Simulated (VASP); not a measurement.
# Pm (P6_3/mmc) in VASP: relaxation of cell and atoms with PBE

Aim: the relaxation of cell and atoms of Pm with PBE.

Everything below comes from runs of VASP 6.6.1. Logs are shortened: lines on timing, memory, paths and dates and some standing lists are left out, and cuts for length are marked.

## Step 1: The cell of the first run

It takes space group P6_3/mmc (No. 194, hexagonal). Conventional cell: a = 3.622 Å, b = 3.622 Å, c = 5.915 Å, α = 90.00°, β = 90.00°, γ = 120.00°. Within 4.8 Å of Pm (site symmetry -6m2) lie 12 Pm at 3.62 Å.

## Step 2: Relaxation of cell and atoms, PBE, collinear spin, ferromagnetic start

INCAR

```
  ALGO = Normal
  EDIFF = 1E-7
  EDIFFG = -0.03
  ENCUT = 600
  GGA = PE
  IBRION = 2
  ISIF = 3
  ISMEAR = 0
  ISPIN = 2
  LASPH = T
  LCHARG = F
  LMAXMIX = 6
  LORBIT = 11
  LREAL = F
  LWAVE = F
  MAGMOM = 4 4
  NELM = 150
  NSW = 80
  PREC = Accurate
  SIGMA = 0.05
```

KPOINTS

```
k-points
0
Gamma
  6 6 4
```

POSCAR

```
Pm
1.0
    3.6215119655      0.0000000000      0.0000000000
   -1.8107559828      3.1363213622      0.0000000000
    0.0000000000      0.0000000000      5.9151362103
Pm
2
Direct
    0.3333333333      0.6666666667      0.7500000000
    0.6666666667      0.3333333333      0.2500000000
```

Potentials or basis: VASP PAW PBE potentials, release 64 (Pm).

Launch:

```console
$ cat potpaw_PBE.64/Pm/POTCAR > POTCAR
$ mpirun -np 1 vasp_std > vasp.out
```

OUTCAR:

```text
EDIFF = 1E-7
   EDIFFG = -0.03
   ENCUT = 600
   GGA = PE
   IBRION = 2
   ISIF = 3
   ISMEAR = 0
   ISPIN = 2
   LASPH = T
   LORBIT = 11
   LREAL = F
   NELM = 150
   NSW = 80
   PREC = Accurate

 ion  position               nearest neighbor table
   1  0.333  0.667  0.750-
   2  0.667  0.333  0.250-

  LATTYP: Found a hexagonal cell.
 ALAT       =     3.6215119655
 C/A-ratio  =     1.6333333333

  Lattice vectors:

 A1 = (   3.6215119655,   0.0000000000,   0.0000000000)
 A2 = (  -1.8107559828,   3.1363213622,   0.0000000000)
 A3 = (   0.0000000000,   0.0000000000,   5.9151362103)

Analysis of symmetry for initial positions (statically):
=====================================================================
 Subroutine PRICEL returns:
 Original cell was already a primitive cell.

 Routine SETGRP: Setting up the symmetry group for a
 hexagonal supercell.

 Subroutine GETGRP returns: Found 24 space group operations
 (whereof 12 operations were pure point group operations)
 out of a pool of 24 trial point group operations.

The static configuration has the point symmetry D_3d.
 The point group associated with its full space group is D_6h.

Analysis of symmetry for dynamics (positions and initial velocities):
=====================================================================
 Subroutine PRICEL returns:
 Original cell was already a primitive cell.

 Routine SETGRP: Setting up the symmetry group for a
 hexagonal supercell.

 Subroutine GETGRP returns: Found 24 space group operations
 (whereof 12 operations were pure point group operations)
 out of a pool of 24 trial point group operations.

The dynamic configuration has the point symmetry D_3d.
 The point group associated with its full space group is D_6h.

Analysis of structural, dynamic, and magnetic symmetry:
=====================================================================
 Subroutine PRICEL returns:
 Original cell was already a primitive cell.

 Routine SETGRP: Setting up the symmetry group for a
 hexagonal supercell.

 Subroutine GETGRP returns: Found 24 space group operations
 (whereof 12 operations were pure point group operations)
 out of a pool of 24 trial point group operations.

The overall configuration has the point symmetry D_3d.
 The point group associated with its full space group is D_6h.

 Subroutine INISYM returns: Found 24 space group operations
 (whereof 12 operations are pure point group operations),
 and found     1 'primitive' translations

----------------------------------------------------------------------------------------

                                     Primitive cell

  volume of cell :      67.1854

  direct lattice vectors                    reciprocal lattice vectors
     3.621511965  0.000000000  0.000000000     0.276127764  0.159422439  0.000000000
    -1.810755983  3.136321362  0.000000000     0.000000000  0.318844877  0.000000000
     0.000000000  0.000000000  5.915136210     0.000000000  0.000000000  0.169057814

  length of vectors
     3.621511965  3.621511965  5.915136210     0.318844877  0.318844877  0.169057814

  position of ions in fractional coordinates (direct lattice)
     0.333333333  0.666666667  0.750000000
     0.666666667  0.333333333  0.250000000

  ion indices of the primitive-cell ions
   primitive index   ion index
                 1           1
                 2           2

----------------------------------------------------------------------------------------

 KPOINTS: k-points

Automatic generation of k-mesh.
 Grid dimensions read from file:
 generate k-points for:    6    6    4

 Generating k-lattice:

  Cartesian coordinates                     Fractional coordinates (reciprocal lattice)
     0.046021294  0.026570406  0.000000000     0.166666667  0.000000000  0.000000000
     0.000000000  0.053140813  0.000000000     0.000000000  0.166666667  0.000000000
     0.000000000  0.000000000  0.042264454     0.000000000  0.000000000  0.250000000

  Length of vectors
     0.053140813  0.053140813  0.042264454

  Shift w.r.t. Gamma in fractional coordinates (k-lattice)
     0.000000000  0.000000000  0.000000000

 Subroutine IBZKPT returns following result:
 ===========================================

 Found     21 irreducible k-points:

 Following reciprocal coordinates:
            Coordinates               Weight
  0.000000  0.000000  0.000000      1.000000
  0.166667 -0.000000  0.000000      6.000000
  0.333333 -0.000000  0.000000      6.000000
  0.500000  0.000000  0.000000      3.000000
  0.166667  0.166667  0.000000      6.000000
  0.333333  0.166667  0.000000     12.000000
[... 13 lines left out ...]
  0.333333  0.166667  0.500000     12.000000
  0.333333  0.333333  0.500000      2.000000
   k-points           NKPTS =     21   k-points in BZ     NKDIM =     21   number of bands    NBANDS=     23
   number of dos      NEDOS =    301   number of ions     NIONS =      2
   total plane-waves  NPLWV =  43200
   dimension x,y,z NGX =    30 NGY =   30 NGZ =   48
   dimension x,y,z NGXF=    60 NGYF=   60 NGZF=   96
   ions per type =               2
   NGX,Y,Z   is equivalent  to a cutoff of  13.77, 13.77, 13.49 a.u.
   NGXF,Y,Z  is equivalent  to a cutoff of  27.54, 27.54, 26.98 a.u.
 SYSTEM =  unknown system
   PREC   = accura    normal or accurate (medium, high low for compatibility)
   ISTART =      0    job   : 0-new  1-cont  2-samecut
   ICHARG =      2    charge: 1-file 2-atom 10-const
   ISPIN  =      2    spin polarized calculation?
   LNONCOLLINEAR =      F non collinear calculations
   LSORBIT =      F    spin-orbit coupling
   LASPH  =      T    aspherical Exc in radial PAW
   ENCUT  =  600.0 eV  44.10 Ry    6.64 a.u.   7.23  7.23 11.81*2*pi/ulx,y,z
   NELM   =    150;   NELMIN=  2; NELMDL= -5     # of ELM steps
   EDIFF  = 0.1E-06   stopping-criterion for ELM
   LREAL  =      F    real-space projection
   EDIFFG = -.3E-01   stopping-criterion for IOM
   NSW    =     80    number of steps for IOM
   IBRION =      2    ionic relax: 0-MD 1-quasi-New 2-CG
   NFREE  =      1    steps in history (QN), initial steepest desc. (CG)
   ISIF   =      3    stress and relaxation
   ISYM   =      2    0-nonsym 1-usesym 2-fastsym
   POTIM  = 0.5000    time-step for ionic-motion
   TEBEG  =    0.0;   TEEND  =   0.0 temperature during run
   PSTRESS=    0.0 pullay stress
   NELECT =      30.0000    total number of electrons
   NUPDOWN=      -1.0000    fix difference up-down
   EMIN   =  10.00;   EMAX   =-10.00  energy-range for DOS
   EFERMI =   0.00;   METHOD = LEGACY
   ISMEAR =     0;   SIGMA  =   0.05  broadening in eV -4-tet -1-fermi 0-gaus
   EFERMI_NEDOS =   21; number of points for ismear=-14 and -15
   IALGO  =     38    algorithm
   IMIX   =      4    mixing-type and parameters
     AMIX     =   0.40;   BMIX     =  1.00
     AMIX_MAG =   1.60;   BMIX_MAG =  1.00
  volume/ion in A,a.u.               =      33.59       226.69
  Fermi-wavevector in a.u.,A,eV,Ry     =   1.251287  2.364589 21.302893  1.565718
  Thomas-Fermi vector in A             =   2.385241
   LORBIT       =     11    0 simple, 1 ext, 2 COOP (PROOUT), +10 PAW based schemes
   GGA     = PE    functional components
   LHFCALC =     F    Hartree Fock is set to
   AEXX    =    0.0000 exact exchange contribution
   IVDW    =     0    specifies the selected vdW correction
   LEPSILON=     F    determine dielectric tensor
   LRPA    =     F    only Hartree local field effects (RPA)
 conjugate gradient relaxation of ions
 spin polarized calculation
 Gauss-broadening in eV      SIGMA  =   0.05
  energy-cutoff  :      600.00
  volume of cell :       67.19
 maximum number of plane-waves:      2260
 NGX is ok and might be reduce to    30
   NGX = 15   NGY = 15   NGZ = 23

--------------------------------------- Ionic step        1  -------------------------------------------

 number of electron      30.0000002 magnetization       8.4987105

 number of electron      30.0000004 magnetization      10.5524079

 Free energy of the ion-electron system (eV)
  ---------------------------------------------------
  ext. energy  EPLUGINS =         0.00000000
  ---------------------------------------------------
  free energy    TOTEN  =       -15.44139678 eV

  energy without entropy =      -15.41829154  energy(sigma->0) =      -15.42984416

------------------------ aborting loop because EDIFF is reached ----------------------------------------

  FORCE on cell =-STRESS in cart. coord.  units (eV):
  Direction    XX          YY          ZZ          XY          YZ          ZX
  --------------------------------------------------------------------------------------
  -------------------------------------------------------------------------------------
  Total        0.6155969      0.6155969      0.5006106     -0.0000000      0.0000000      0.0000000
  in kB       14.6801945     14.6801945     11.9381041     -0.0000000      0.0000000      0.0000000
  external PRESSURE =      13.7661644 kB  Pullay stress =       0.0000000 kB
[... 91 lines left out ...]
  FREE ENERGIE OF THE ION-ELECTRON SYSTEM (eV)
  ---------------------------------------------------
  free  energy   TOTEN  =       -15.3076631085 eV

  energy  without entropy=      -15.2781353410  energy(sigma->0) =      -15.29289922

[... ionic steps 4 to 9 ...]

--------------------------------------- Ionic step       10  -------------------------------------------

 number of electron      30.0000007 magnetization      10.6800412

------------------------ aborting loop because EDIFF is reached ----------------------------------------
[... 67 lines left out ...]
--------------------------------------- Ionic step       12  -------------------------------------------

 number of electron      30.0000002 magnetization      10.6977715

 Free energy of the ion-electron system (eV)
  ---------------------------------------------------
  ext. energy  EPLUGINS =         0.00000000
  ---------------------------------------------------
  free energy    TOTEN  =       -15.29192161 eV

  energy without entropy =      -15.26283942  energy(sigma->0) =      -15.27738051

 E-fermi :   5.5220     XC(G=0):  -9.5889

 val. band max:        5.5219806573   @ k =   0.1667   0.1667   0.0000
 cond. band min:       5.5229984857   @ k =   0.1667  -0.0000   0.5000
 fundamental gap:      0.0010178283
 Fermi energy:         5.5219897991

 spin component 1

 k-point     1 :       0.0000    0.0000    0.0000
  band No.  band energies     occupation
      1     -33.1872      1.00000
      2     -33.0939      1.00000
      3     -14.1066      1.00000
      4     -13.2475      1.00000
      5     -13.2475      1.00000
      6     -13.2049      1.00000
[... 535 lines left out ...]
     22       5.6490      0.00016
     23       5.8351      0.00000
 Fermi energy:         5.5219897991

 spin component 2

 k-point     1 :       0.0000    0.0000    0.0000
  band No.  band energies     occupation
      1     -30.9903      1.00000
      2     -30.8831      1.00000
      3     -12.5525      1.00000
      4     -11.5619      1.00000
      5     -11.5527      1.00000
      6     -11.5527      1.00000
[... 564 lines left out ...]
  FREE ENERGIE OF THE ION-ELECTRON SYSTEM (eV)
  ---------------------------------------------------
  free  energy   TOTEN  =       -15.2919216121 eV

  energy  without entropy=      -15.2628394153  energy(sigma->0) =      -15.27738051

 reached required accuracy - stopping structural energy minimisation

 total charge

# of ion       s       p       d       f       tot
--------------------------------------------------
    1        2.050   5.488   0.462   4.407  12.407
    2        2.050   5.488   0.462   4.407  12.407
--------------------------------------------------
tot          4.100  10.976   0.923   8.814  24.814

 magnetization (x)

# of ion       s       p       d       f       tot
--------------------------------------------------
    1       -0.003   0.034   0.208   4.398   4.637
    2       -0.003   0.034   0.208   4.398   4.637
--------------------------------------------------
tot         -0.006   0.069   0.416   8.795   9.274
```

Run time: 54 min. Hardware: 1 thread of Intel Xeon Platinum 8375C at 2.90GHz (Ice Lake), shared host; peak memory 0.29 GiB.

What came out:

```yaml
Free_energy: -15.2919 eV
Relaxed_volume: 35.95 Å³/atom
Relaxed_cell: a = 3.696 Å, b = 3.696 Å, c = 6.076 Å, α = 90.00°, β = 90.00°, γ = 120.00°
Space_group_after_relaxing_to_0.05_Å: P6_3/mmc (No. 194)
Energy_gained_by_relaxing: -74.7 meV/atom
Ionic_steps: 12
Pressure_after_relaxing: 0.0 GPa
Net_moment: 10.70 μB per cell
Site_moments: Pm +4.64 μB
Valence_electrons_inside_the_program's_atomic_spheres: Pm 12.41
```

Stress tensor (GPa, compression positive):
```
-0.09  0.00  0.00
 0.00 -0.09  0.00
 0.00  0.00  0.05
```

The path:
| step | energy change (eV) | largest force (eV/Å) | pressure (GPa) | volume (Å³) |
| --- | --- | --- | --- | --- |
| 1 | 0.0000 | 0.0000 | 1.38 | 67.19 |
| 2 | -0.0177 | 0.0000 | 3.55 | 70.03 |
| 3 | 0.1337 | 0.0000 | -0.79 | 79.05 |
| 4 | 0.1261 | 0.0000 | -0.64 | 77.19 |
| 5 | 0.1531 | 0.0000 | -2.84 | 73.55 |
| 6 | 0.1511 | 0.0000 | -0.03 | 71.78 |
| 7 | 0.1506 | 0.0000 | -0.03 | 71.68 |
| 8 | 0.1512 | 0.0000 | 0.10 | 71.16 |
| 9 | 0.1506 | 0.0000 | 0.08 | 71.46 |
| 10 | 0.1506 | 0.0000 | 0.00 | 71.58 |
| 11 | 0.1497 | 0.0000 | -0.01 | 71.77 |
| 12 | 0.1495 | 0.0000 | -0.04 | 71.89 |

Final structure:
```
CELL_PARAMETERS angstrom
3.69645 0.00000 0.00000
-1.84823 3.20122 0.00000
0.00000 0.00000 6.07565
ATOMIC_POSITIONS crystal
Pm 0.33333 0.66667 0.75000
Pm 0.66667 0.33333 0.25000
```

Caveat: the magnetic or orbital state may not be the lowest; spin-orbit coupling is left out, which moves the levels of the heavy elements.
